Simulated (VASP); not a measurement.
# KSrAg4 (F-43m) in VASP: a series of runs

KSrAg4 is run at these levels: PBE; tasks: single point, relaxation of cell and atoms.

Program: VASP 6.6.1. These are calculated values, not measurements. Logs are shortened: lines on timing, memory, paths and dates and some standing lists are left out, and cuts for length are marked.

**1. The cell of the first run**

The structure is cubic, space group F-43m (No. 216). The conventional cell has a = 8.235 Å, b = 8.235 Å, c = 8.235 Å, α = 90.00°, β = 90.00°, γ = 90.00°. Within 4.5 Å of K (site symmetry -43m) lie 12 Ag at 3.42 Å and 4 Sr at 3.57 Å. Within 4.5 Å of Sr (site symmetry -43m) lie 12 Ag at 3.41 Å and 4 K at 3.57 Å. Ag (site symmetry 3m) has 6 Ag at 2.89 to 2.94 Å and 3 Sr at 3.41 Å and 3 K at 3.42 Å within 3.8 Å.

The cell was built from a structure type or drawn by symmetry, and may not be a known phase.

**2. Single point, PBE**

The input, INCAR:

```
  ALGO = Fast
  EDIFF = 1E-7
  ENCUT = 520
  GGA = PE
  ISIF = 2
  ISMEAR = 0
  LASPH = True
  LCHARG = False
  LREAL = False
  LWAVE = False
  NBANDS = 40
  NELM = 100
  PREC = Accurate
  SIGMA = 0.1
```

The input, KPOINTS:

```
k-points
0
Gamma
  4 4 4
```

The input, POSCAR:

```
KSrAg4
1.0
    0.0000000000      4.1175379400      4.1175379400
    4.1175379400      0.0000000000      4.1175379400
    4.1175379400      4.1175379400      0.0000000000
K Sr Ag
1 1 4
Direct
    0.0000000000      0.0000000000      0.0000000000
    0.2500000000      0.2500000000      0.2500000000
    0.1283622400      0.6238792500      0.6238792500
    0.6238792500      0.1283622400      0.6238792500
    0.6238792500      0.6238792500      0.1283622400
    0.6238792500      0.6238792500      0.6238792500
```

Potentials or basis: VASP PAW PBE potentials, release 64 (K_sv, Sr_sv, Ag).

Run with:

```console
$ cat potpaw_PBE.64/K_sv/POTCAR potpaw_PBE.64/Sr_sv/POTCAR potpaw_PBE.64/Ag/POTCAR > POTCAR
$ mpirun -np 1 vasp_std > vasp.out
```

OUTCAR:

```text
EDIFF = 1E-7
   ENCUT = 520
   GGA = PE
   ISIF = 2
   ISMEAR = 0
   LASPH = True
   LREAL = False
   NELM = 100
   PREC = Accurate

 ion  position               nearest neighbor table
   1  0.000  0.000  0.000-   4 3.42   3 3.42   5 3.42   5 3.42   3 3.42   4 3.42   6 3.42   6 3.42
                             6 3.42   3 3.42   4 3.42   5 3.42   2 3.57   2 3.57   2 3.57   2 3.57
   2  0.250  0.250  0.250-   3 3.41   4 3.41   5 3.41   6 3.41   6 3.41   6 3.41   5 3.41   4 3.41
                             5 3.41   3 3.41   3 3.41   4 3.41   1 3.57   1 3.57   1 3.57   1 3.57
   3  0.128  0.624  0.624-   4 2.89   5 2.89   6 2.89   4 2.94   5 2.94   6 2.94   2 3.41   2 3.41
                             2 3.41   1 3.42   1 3.42   1 3.42
   4  0.624  0.128  0.624-   3 2.89   5 2.89   6 2.89   3 2.94   5 2.94   6 2.94   2 3.41   2 3.41
                             2 3.41   1 3.42   1 3.42   1 3.42
   5  0.624  0.624  0.128-   3 2.89   4 2.89   6 2.89   4 2.94   3 2.94   6 2.94   2 3.41   2 3.41
                             2 3.41   1 3.42   1 3.42   1 3.42
   6  0.624  0.624  0.624-   3 2.89   4 2.89   5 2.89   3 2.94   4 2.94   5 2.94   2 3.41   2 3.41
                             2 3.41   1 3.42   1 3.42   1 3.42

  LATTYP: Found a face centered cubic cell.
 ALAT       =     8.2350758800

  Lattice vectors:

 A1 = (   0.0000000000,   4.1175379400,   4.1175379400)
 A2 = (   4.1175379400,   0.0000000000,   4.1175379400)
 A3 = (   4.1175379400,   4.1175379400,   0.0000000000)

Analysis of symmetry for initial positions (statically):
=====================================================================
 Subroutine PRICEL returns:
 Original cell was already a primitive cell.

 Routine SETGRP: Setting up the symmetry group for a
 face centered cubic supercell.

 Subroutine GETGRP returns: Found 24 space group operations
 (whereof 24 operations were pure point group operations)
 out of a pool of 48 trial point group operations.

The static configuration has the point symmetry T_d .

Analysis of symmetry for dynamics (positions and initial velocities):
=====================================================================
 Subroutine PRICEL returns:
 Original cell was already a primitive cell.

 Routine SETGRP: Setting up the symmetry group for a
 face centered cubic supercell.

 Subroutine GETGRP returns: Found 24 space group operations
 (whereof 24 operations were pure point group operations)
 out of a pool of 48 trial point group operations.

The dynamic configuration has the point symmetry T_d .

[... 93 lines left out ...]
   IBRION =     -1    ionic relax: 0-MD 1-quasi-New 2-CG
   NFREE  =      0    steps in history (QN), initial steepest desc. (CG)
   ISIF   =      2    stress and relaxation
   ISYM   =      2    0-nonsym 1-usesym 2-fastsym
   POTIM  = 0.5000    time-step for ionic-motion
   TEBEG  =    0.0;   TEEND  =   0.0 temperature during run
   PSTRESS=    0.0 pullay stress
   NELECT =      63.0000    total number of electrons
   NUPDOWN=      -1.0000    fix difference up-down
   EMIN   =  10.00;   EMAX   =-10.00  energy-range for DOS
   EFERMI =   0.00;   METHOD = LEGACY
   ISMEAR =     0;   SIGMA  =   0.10  broadening in eV -4-tet -1-fermi 0-gaus
   EFERMI_NEDOS =   21; number of points for ismear=-14 and -15
   IALGO  =     68    algorithm
   IMIX   =      4    mixing-type and parameters
     AMIX     =   0.40;   BMIX     =  1.00
     AMIX_MAG =   1.60;   BMIX_MAG =  1.00
  volume/ion in A,a.u.               =      23.27       157.03
  Fermi-wavevector in a.u.,A,eV,Ry     =   1.255666  2.372864 21.452260  1.576697
  Thomas-Fermi vector in A             =   2.389411
   LORBIT       =      0    0 simple, 1 ext, 2 COOP (PROOUT), +10 PAW based schemes
   GGA     = PE    functional components
   LHFCALC =     F    Hartree Fock is set to
   AEXX    =    0.0000 exact exchange contribution
   IVDW    =     0    specifies the selected vdW correction
   LEPSILON=     F    determine dielectric tensor
   LRPA    =     F    only Hartree local field effects (RPA)
 non-spin polarized calculation
 RMM-DIIS sequential band-by-band and
 Gauss-broadening in eV      SIGMA  =   0.10
  energy-cutoff  :      520.00
  volume of cell :      139.62
 maximum number of plane-waves:      3812
 NGX is ok and might be reduce to    48
   NGX = 21   NGY = 21   NGZ = 21

 number of electron      62.9999998 magnetization

 Free energy of the ion-electron system (eV)
  ---------------------------------------------------
  ext. energy  EPLUGINS =         0.00000000
  ---------------------------------------------------
  free energy    TOTEN  =       -13.80253657 eV

  energy without entropy =      -13.75898790  energy(sigma->0) =      -13.78076223

 E-fermi :   5.5676     XC(G=0): -10.2321

 val. band max:        5.5547224439   @ k =   0.2500   0.2500   0.0000
 cond. band min:       5.5929378388   @ k =  -0.2500   0.2500   0.0000
 fundamental gap:      0.0382153949
 Fermi energy:         5.5676408610

 k-point     1 :       0.0000    0.0000    0.0000
  band No.  band energies     occupation
      1     -30.7361      2.00000
      2     -25.4856      2.00000
      3     -12.7906      2.00000
      4     -12.7906      2.00000
      5     -12.7906      2.00000
      6      -9.0765      2.00000
[... 333 lines left out ...]
     39       9.5756      0.00000
     40      10.7199      0.00000

------------------------ aborting loop because EDIFF is reached ----------------------------------------

  FORCE on cell =-STRESS in cart. coord.  units (eV):
  Direction    XX          YY          ZZ          XY          YZ          ZX
  --------------------------------------------------------------------------------------
  -------------------------------------------------------------------------------------
  Total        3.2942007      3.2942007      3.2942007     -0.0000000     -0.0000000     -0.0000000
  in kB       37.8022643     37.8022643     37.8022643     -0.0000000     -0.0000000     -0.0000000
  external PRESSURE =      37.8022643 kB  Pullay stress =       0.0000000 kB

 VOLUME and BASIS-vectors are now :
 -----------------------------------------------------------------------------
  energy-cutoff  :      520.00
  volume of cell :      139.62
      direct lattice vectors                 reciprocal lattice vectors
     0.000000000  4.117537940  4.117537940    -0.121431789  0.121431789  0.121431789
     4.117537940  0.000000000  4.117537940     0.121431789 -0.121431789  0.121431789
     4.117537940  4.117537940  0.000000000     0.121431789  0.121431789 -0.121431789

 POSITION                                       TOTAL-FORCE (eV/Angst)
 -----------------------------------------------------------------------------------
      0.00000      0.00000      0.00000         0.000000      0.000000      0.000000
      2.05877      2.05877      2.05877         0.000000      0.000000      0.000000
      5.13769      3.09738      3.09738         0.103164     -0.103164     -0.103164
      3.09738      5.13769      3.09738        -0.103164      0.103164     -0.103164
      3.09738      3.09738      5.13769        -0.103164     -0.103164      0.103164
      5.13769      5.13769      5.13769         0.103164      0.103164      0.103164
 -----------------------------------------------------------------------------------
    total drift:                                0.000028      0.000028      0.000028

  FREE ENERGIE OF THE ION-ELECTRON SYSTEM (eV)
  ---------------------------------------------------
  free  energy   TOTEN  =       -13.8025365650 eV

  energy  without entropy=      -13.7589878984  energy(sigma->0) =      -13.78076223
```

stdout:

```text
POSCAR found type information on POSCAR K SrAg
 POSCAR found :  3 types and       6 ions
 scaLAPACK will be used
[... 24 lines left out ...]
 num prob  num prob  num prob  num prob  num prob  num prob  num prob  num prob  num prob  num prob  num prob  num prob  num prob  num prob  num prob  num prob  num prob  num prob  num prob  num prob  num prob  num prob  num prob  num prob  num prob RMM:  30    -0.138025364910E+02   -0.88467E-07   -0.10484E-06   358   0.148E-03    0.432E-04
 num prob  num prob WARNING in EDDRMM: call to ZHEGV failed, returncode =   6  3     21
 num prob WARNING in EDDRMM: call to ZHEGV failed, returncode =   8  4     24
 num prob  num prob  num prob  num prob  num prob  num prob  num prob  num prob  num prob  num prob  num prob  num prob  num prob  num prob  num prob RMM:  31    -0.138025365650E+02   -0.73985E-07   -0.88358E-07   362   0.139E-03
```

It took 5 min on 1 thread of Intel Xeon 8259CL, shared host; peak memory 0.34 GiB.

What came out:

| Quantity | Value |
| --- | --- |
| Free energy | -13.8025 eV |
| Pressure | 3.8 GPa |
| Largest force | 0.179 eV/Å |
| Band gap on the k mesh | zero (an odd number of electrons rules out a gap without spin polarisation) |

Forces on the atoms (eV/Å):
```
K    0.000  0.000  0.000
Sr   0.000  0.000  0.000
Ag   0.103 -0.103 -0.103
Ag  -0.103  0.103 -0.103
Ag  -0.103 -0.103  0.103
Ag   0.103  0.103  0.103
```

Levels at points of the mesh, in eV from the Fermi level:
| k point | band 28 | band 29 | band 30 | band 31 | band 32 | band 33 | band 34 | band 35 |
| --- | --- | --- | --- | --- | --- | --- | --- | --- |
| (0.00, 0.00, 0.00) | -3.38 | -3.38 | 0.10 | 0.21 | 0.21 | 0.21 | 0.37 | 0.37 |
| (0.50, 0.00, 0.00) | -4.18 | -3.84 | -3.38 | 0.12 | 0.18 | 0.18 | 1.13 | 1.13 |
| (0.50, 0.50, 0.00) | -4.20 | -3.86 | -3.79 | -0.28 | -0.24 | -0.14 | -0.14 | 2.43 |

Caveat: the cell stands under pressure.

**3. Single point, PBE**

This run uses another cell than the first one, of 24.94 Å³/atom.

The input, INCAR:

```
SYSTEM = KSrAg4
PREC = Accurate
ENCUT = 520
EDIFF = 1E-6
ISMEAR = 0
SIGMA = 0.1
LREAL = .False.
LASPH = .True.
NELM = 80
ALGO = Fast
ISIF = 2
LWAVE = .False.
LCHARG = .True.
GGA = PE
LELF = .True.
LVHAR = .True.
NBANDS = 40
```

The input, KPOINTS:

```
regular mesh
0
Gamma
  8 8 8
  0 0 0
```

The input, POSCAR:

```
KSrAg4
1.0
    0.0000000000      4.2137695187      4.2137695187
    4.2137695187      0.0000000000      4.2137695187
    4.2137695187      4.2137695187      0.0000000000
K Sr Ag
1 1 4
Direct
    0.0000000000      0.0000000000      0.0000000000
    0.2500000000      0.2500000000      0.2500000000
    0.1250180101      0.6249939966      0.6249939966
    0.6249939966      0.1250180101      0.6249939966
    0.6249939966      0.6249939966      0.1250180101
    0.6249939966      0.6249939966      0.6249939966
```

Potentials or basis: VASP PAW PBE potentials, release 64 (K_sv, Sr_sv, Ag).

Run with:

```console
$ cat potpaw_PBE.64/K_sv/POTCAR potpaw_PBE.64/Sr_sv/POTCAR potpaw_PBE.64/Ag/POTCAR > POTCAR
$ mpirun -np 1 vasp_std > vasp.out
```

Run time: 11 min. Hardware: 1 thread of Intel Xeon 8259CL, shared host; peak memory 0.42 GiB.

The run converged. Its results:

```
Free energy            : -14.1695 eV
Pressure               : 0.0 GPa
Band gap on the k mesh : zero (an odd number of electrons rules out a gap without spin polarisation)
```

Levels at points of the mesh, in eV from the Fermi level:
```tsv
k point	band 27	band 28	band 29	band 30	band 31	band 32	band 33	band 34	band 35	band 36
(0.00, 0.00, 0.00)	-3.25	-3.25	-3.25	0.32	0.38	0.38	0.38	0.60	0.60	1.74
(0.50, 0.00, 0.00)	-3.95	-3.95	-3.54	-3.25	0.26	0.26	0.27	1.24	1.24	2.37
(0.50, 0.50, 0.00)	-3.97	-3.97	-3.53	-3.53	-0.18	-0.11	-0.11	-0.10	2.46	2.91
```

**4. Single point, PBE**

This run uses another cell than the first one, of 24.94 Å³/atom.

The input, INCAR:

```
PREC = Accurate
ENCUT = 520
EDIFF = 1E-6
ISMEAR = 0
SIGMA = 0.1
LREAL = F
LASPH = T
NELM = 60
ALGO = Fast
ISIF = 2
LWAVE = F
LCHARG = T
GGA = PE
LELF = T
LVHAR = T
NBANDS = 40
```

The input, KPOINTS:

```
regular mesh
0
Gamma
  8 8 8
```

POSCAR is that of step 3.

Potentials or basis: VASP PAW PBE potentials, release 64 (K_sv, Sr_sv, Ag).

Run with:

```console
$ cat potpaw_PBE.64/K_sv/POTCAR potpaw_PBE.64/Sr_sv/POTCAR potpaw_PBE.64/Ag/POTCAR > POTCAR
$ mpirun -np 1 vasp_std > vasp.out
```

OUTCAR:

```text
PREC = Accurate
   ENCUT = 520
   EDIFF = 1E-6
   ISMEAR = 0
   LREAL = F
   LASPH = T
   NELM = 60
   ISIF = 2
   GGA = PE

 ion  position               nearest neighbor table
   1  0.000  0.000  0.000-   4 3.49   5 3.49   3 3.49   5 3.49   3 3.49   4 3.49   6 3.49   6 3.49
                             6 3.49   3 3.49   4 3.49   5 3.49   2 3.65   2 3.65   2 3.65   2 3.65
   2  0.250  0.250  0.250-   5 3.49   4 3.49   3 3.49   6 3.49   6 3.49   6 3.49   3 3.49   5 3.49
                             4 3.49   4 3.49   5 3.49   3 3.49   1 3.65   1 3.65   1 3.65   1 3.65
   3  0.125  0.625  0.625-   4 2.98   5 2.98   6 2.98   4 2.98   5 2.98   6 2.98   2 3.49   2 3.49
                             2 3.49   1 3.49   1 3.49   1 3.49
   4  0.625  0.125  0.625-   3 2.98   5 2.98   6 2.98   3 2.98   5 2.98   6 2.98   2 3.49   2 3.49
                             2 3.49   1 3.49   1 3.49   1 3.49
   5  0.625  0.625  0.125-   3 2.98   4 2.98   6 2.98   4 2.98   3 2.98   6 2.98   2 3.49   2 3.49
                             2 3.49   1 3.49   1 3.49   1 3.49
   6  0.625  0.625  0.625-   3 2.98   4 2.98   5 2.98   3 2.98   4 2.98   5 2.98   2 3.49   2 3.49
                             2 3.49   1 3.49   1 3.49   1 3.49

  LATTYP: Found a face centered cubic cell.
 ALAT       =     8.4275390374

  Lattice vectors:

 A1 = (   0.0000000000,   4.2137695187,   4.2137695187)
[... 196 lines left out ...]
      1     -31.5053      2.00000
      2     -26.0870      2.00000
      3     -13.5271      2.00000
      4     -13.5271      2.00000
      5     -13.5271      2.00000
      6      -9.6563      2.00000
[... 1021 lines left out ...]
     39       9.3163      0.00000
     40       9.9481      0.00000

 [... further k-points ...]

------------------------ aborting loop because EDIFF is reached ----------------------------------------

  FORCE on cell =-STRESS in cart. coord.  units (eV):
  Direction    XX          YY          ZZ          XY          YZ          ZX
  --------------------------------------------------------------------------------------
  -------------------------------------------------------------------------------------
  Total        0.0089951      0.0089951      0.0089951      0.0000000      0.0000000     -0.0000000
  in kB        0.0963103      0.0963103      0.0963103      0.0000000      0.0000000     -0.0000000
  external PRESSURE =       0.0963103 kB  Pullay stress =       0.0000000 kB

 VOLUME and BASIS-vectors are now :
 -----------------------------------------------------------------------------
  energy-cutoff  :      520.00
  volume of cell :      149.64
      direct lattice vectors                 reciprocal lattice vectors
     0.000000000  4.213769519  4.213769519    -0.118658602  0.118658602  0.118658602
     4.213769519  0.000000000  4.213769519     0.118658602 -0.118658602  0.118658602
     4.213769519  4.213769519  0.000000000     0.118658602  0.118658602 -0.118658602

 POSITION                                       TOTAL-FORCE (eV/Angst)
 -----------------------------------------------------------------------------------
      0.00000      0.00000      0.00000         0.000000      0.000000      0.000000
      2.10688      2.10688      2.10688         0.000000      0.000000      0.000000
      5.26716      3.16038      3.16038        -0.001824      0.001824      0.001824
      3.16038      5.26716      3.16038         0.001824     -0.001824      0.001824
      3.16038      3.16038      5.26716         0.001824      0.001824     -0.001824
      5.26716      5.26716      5.26716        -0.001824     -0.001824     -0.001824
 -----------------------------------------------------------------------------------
    total drift:                                0.000000      0.000000      0.000000

  FREE ENERGIE OF THE ION-ELECTRON SYSTEM (eV)
  ---------------------------------------------------
  free  energy   TOTEN  =       -14.1694810224 eV

  energy  without entropy=      -14.1509450333  energy(sigma->0) =      -14.16021303
```

stdout:

```text
POSCAR found type information on POSCAR K SrAg
 POSCAR found :  3 types and       6 ions
 scaLAPACK will be used
 LDA part: xc-table for (Slater+PW92), standard interpolation
 POSCAR, INCAR and KPOINTS ok, starting setup
 FFT: planning ... GRIDC
 FFT: planning ... GRID_SOFT
 FFT: planning ... GRID
 WAVECAR not read
 entering main loop
WARNING in EDDRMM: call to ZHEGV failed, returncode =   8  4     18
WARNING in EDDRMM: call to ZHEGV failed, returncode =   8  4     14
WARNING in EDDRMM: call to ZHEGV failed, returncode =   6  3      6
WARNING in EDDRMM: call to ZHEGV failed, returncode =   6  3     27
WARNING in EDDRMM: call to ZHEGV failed, returncode =   6  3     27
WARNING in EDDRMM: call to ZHEGV failed, returncode =   6  3     25
WARNING in EDDRMM: call to ZHEGV failed, returncode =   6  3     12
WARNING in EDDRMM: call to ZHEGV failed, returncode =   6  3     11
WARNING in EDDRMM: call to ZHEGV failed, returncode =   6  3     39
WARNING in EDDRMM: call to ZHEGV failed, returncode =   8  4     39
```

Wall time 11 min (1 thread of Intel Xeon 8259CL, shared host); peak memory 0.42 GiB.

What came out:

```
Free energy            : -14.1695 eV
Pressure               : 0.0 GPa
Band gap on the k mesh : zero (an odd number of electrons rules out a gap without spin polarisation)
```

**5. Relaxation of cell and atoms, PBE**

The input, INCAR:

```
PREC = Accurate
ENCUT = 600
EDIFF = 1E-6
ISMEAR = 0
SIGMA = 0.1
LREAL = False
LASPH = True
NELM = 60
ALGO = Fast
ISIF = 3
LWAVE = False
LCHARG = False
GGA = PE
IBRION = 2
NSW = 100
EDIFFG = -0.01
```

KPOINTS is that of step 4.

The input, POSCAR:

```
KSrAg4
1.0
    0.0000000000      4.1175379400      4.1175379400
    4.1175379400      0.0000000000      4.1175379400
    4.1175379400      4.1175379400      0.0000000000
K Sr Ag
1 1 4
Direct
    0.0000000000      0.0000000000      0.0000000000
    0.2500000000      0.2500000000      0.2500000000
    0.1283622400      0.6238792500      0.6238792500
    0.6238792500      0.1283622400      0.6238792500
    0.6238792500      0.6238792500      0.1283622400
    0.6238792500      0.6238792500      0.6238792500
```

Run with:

```console
$ cat potpaw_PBE.64/K_sv/POTCAR potpaw_PBE.64/Sr_sv/POTCAR potpaw_PBE.64/Ag/POTCAR > POTCAR
$ mpirun -np 1 vasp_std > vasp.out
```

Run time: 40 min. Hardware: 1 thread of Intel Xeon 8259CL, shared host; peak memory 0.47 GiB.

Results (log left out):

```
Free energy                           : -14.1648 eV
Relaxed volume                        : 24.93 Å³/atom
Relaxed cell                          : a = 5.959 Å, b = 5.959 Å, c = 5.959 Å, α = 60.00°, β = 60.00°, γ = 60.00°
Space group after relaxing (to 0.1 Å) : F-43m (No. 216)
Energy gained by relaxing             : 16.8 meV/atom
Ionic steps                           : 7
Pressure after relaxing               : 0.0 GPa
Band gap on the k mesh                : zero (an odd number of electrons rules out a gap without spin polarisation)
```

Forces on the atoms (eV/Å):
```
K    0.000  0.000  0.000
Sr   0.000  0.000  0.000
Ag   0.002 -0.002 -0.002
Ag  -0.002  0.002 -0.002
Ag  -0.002 -0.002  0.002
Ag   0.002  0.002  0.002
```

Step by step:
```csv
step,energy change (eV),largest force (eV/Å),pressure (GPa),volume (Å³)
1,0.0000,0.1873,3.28,139.62
2,-0.1002,0.0494,0.05,149.47
3,-0.1002,0.0463,-0.03,149.78
4,-0.1006,0.0290,0.00,149.72
5,-0.1008,0.0114,0.01,149.64
6,-0.1007,0.0239,0.04,149.50
7,-0.1008,0.0027,-0.01,149.60
```

Final structure:
```
K Sr Ag
1.0
     0.00000    4.21344    4.21344
     4.21344    0.00000    4.21344
     4.21344    4.21344    0.00000
K Sr Ag
1 1 4
Cartesian
  0.0000 0.0000 0.0000
  2.1067 2.1067 2.1067
  5.2664 3.1605 3.1605
  3.1605 5.2664 3.1605
  3.1605 3.1605 5.2664
  5.2664 5.2664 5.2664
```

Levels at points of the mesh, in eV from the Fermi level:
| k point | band 28 | band 29 | band 30 | band 31 | band 32 | band 33 | band 34 | band 35 |
| --- | --- | --- | --- | --- | --- | --- | --- | --- |
| (0.00, 0.00, 0.00) | -3.25 | -3.25 | 0.32 | 0.38 | 0.38 | 0.38 | 0.60 | 0.60 |
| (0.50, 0.00, 0.00) | -3.95 | -3.54 | -3.25 | 0.26 | 0.26 | 0.27 | 1.24 | 1.24 |
| (0.50, 0.50, 0.00) | -3.97 | -3.53 | -3.53 | -0.18 | -0.11 | -0.11 | -0.10 | 2.47 |

(Part 1 of 2 ends here.)
